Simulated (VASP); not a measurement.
Runs of VASP 6.6.1 on Bi2Te3 (Tellurobismuthite). It takes space group R-3m (No. 166, trigonal). Conventional cell: a = 4.386 Å, b = 4.386 Å, c = 30.497 Å, α = 90.00°, β = 90.00°, γ = 120.00°. Bi (site symmetry 3m) has 6 Te at 3.07 to 3.25 Å within 4.0 Å. Within 4.3 Å of Te (site symmetry -3m) lie 6 Bi at 3.25 Å. Within 4.0 Å of Te (site symmetry 3m) lie 3 Bi at 3.07 Å and 3 Te at 3.64 Å. 

```csv
k mesh,gap on the mesh (eV),pressure (GPa),largest force (eV/Å)
2 × 2 × 2,0.28,4.2,0.69
3 × 3 × 3,(c),2.0,(b)
5 × 5 × 5,(a),1.9,0.03
6 × 6 × 6,0.28,1.9,0.02
```

Alike in all rows: task single point; level PBE; potentials or basis VASP PAW PBE potentials, release 64 (Bi_d, Te); no spin polarisation; cell as given; cutoff (eV) 520; smearing fermi-dirac 0.1 eV.

Fill in the values left out.

(a) 0.29; (b) 0.15; (c) 0.30.

Caveats: some runs use coarse meshes; spin-orbit coupling is left out, which moves the levels of the heavy elements.

A k mesh can miss the band edges, and the runs leave out spin-orbit coupling on Bi, Te.
